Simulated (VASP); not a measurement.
A run of VASP 6.6.1 is set up as follows.

The input INCAR:

```
SYSTEM = Cs11Br12
PREC     = Accurate       ! precision mode
ENCUT    = 400            ! plane-wave cutoff, eV
EDIFF    = 1E-6           ! SCF threshold, eV
ISMEAR   = 0              ! smearing method
SIGMA    = 0.05           ! smearing width, eV
LREAL    = .False.        ! projectors in reciprocal space
LASPH    = .True.         ! aspherical terms in the spheres
NELM     = 120            ! most SCF steps
ALGO     = Normal         ! electronic algorithm
ISIF     = 2              ! what is computed and relaxed
LWAVE    = .False.        ! write WAVECAR
LCHARG   = .False.        ! write CHGCAR
GGA      = PE             ! functional
NELECT   = 184.0        
NBANDS   = 108            ! bands
GGA_COMPAT= .False.
```

Contents of KPOINTS:

```
Automatic mesh
0
Gamma
  2 2 2
  0 0 0
```

Contents of POSCAR:

```
Cs11Br12
1.0
    8.7786203480      4.3893101740      4.3893101740
    4.3893101740     -4.3893101740      8.7786203480
    8.7786203480     -4.3893101740     -4.3893101740
Cs Br
11 12
Direct
    0.6250000000      0.0000000000      0.6250000000
    0.8355995161      0.3207807765      0.5038227162
    0.5774761495      0.3309636169      0.2509813383
    0.6725238505      0.6690363831     -0.0009813383
   -0.0185830029      0.0000000000     -0.0152245898
    0.0936197074      0.3207807765      0.7461772838
    0.1563802926      0.6792192235      0.5038227162
    0.9084397665      0.6690363831      0.2509813383
    0.2685830029      0.0000000000      0.2652245898
    0.3415602335      0.3309636169     -0.0009813383
    0.4144004839      0.6792192235      0.7461772838
    0.3498967350      0.0000000000      0.9019168233
    0.6250000000      0.0000000000      0.1250000000
    0.7033739795      0.3450525131      0.8771638972
    0.4424270428      0.3651459144      0.6250000000
    0.5466260205      0.6549474869      0.3728361028
    0.9001032650      0.0000000000      0.3480831767
    0.9559611649      0.3380776703      0.1250000000
    0.0484264926      0.6549474869      0.8771638972
    0.8075729572      0.6348540856      0.6250000000
    0.1250000000      0.0000000000      0.6250000000
    0.2015735074      0.3450525131      0.3728361028
    0.2940388351      0.6619223297      0.1250000000
```

Potentials or basis: VASP PAW PBE potentials, release 64 (Cs_sv, Br).

Launch:

```sh
$ cat potpaw_PBE.64/Cs_sv/POTCAR potpaw_PBE.64/Br/POTCAR > POTCAR
$ mpirun -np 1 vasp_std > vasp.out
```

Task: Predict the largest force.

Result: 0.006 eV/Å.

Forces in eV/Å, atoms in the order of the input:
```
Cs   0.000  0.000  0.000
Cs   0.000  0.000 -0.002
Cs   0.002  0.003  0.000
Cs  -0.002 -0.003  0.000
Cs   0.002  0.002  0.002
Cs   0.000  0.002  0.000
Cs   0.000 -0.002  0.000
Cs   0.002  0.000  0.003
Cs  -0.002 -0.002 -0.002
Cs  -0.002  0.000 -0.003
Cs   0.000  0.000  0.002
Br   0.001 -0.004 -0.004
Br   0.000  0.000  0.000
Br   0.000  0.004 -0.002
Br   0.000 -0.003  0.003
Br   0.000 -0.004  0.002
Br  -0.001  0.004  0.004
Br   0.000  0.003 -0.003
Br   0.000 -0.002  0.004
Br   0.000  0.003 -0.003
Br   0.000  0.000  0.000
Br   0.000  0.002 -0.004
Br   0.000 -0.003  0.003
```

Caveat: the cell carries a net charge on a neutralising background, which shifts energy and pressure.
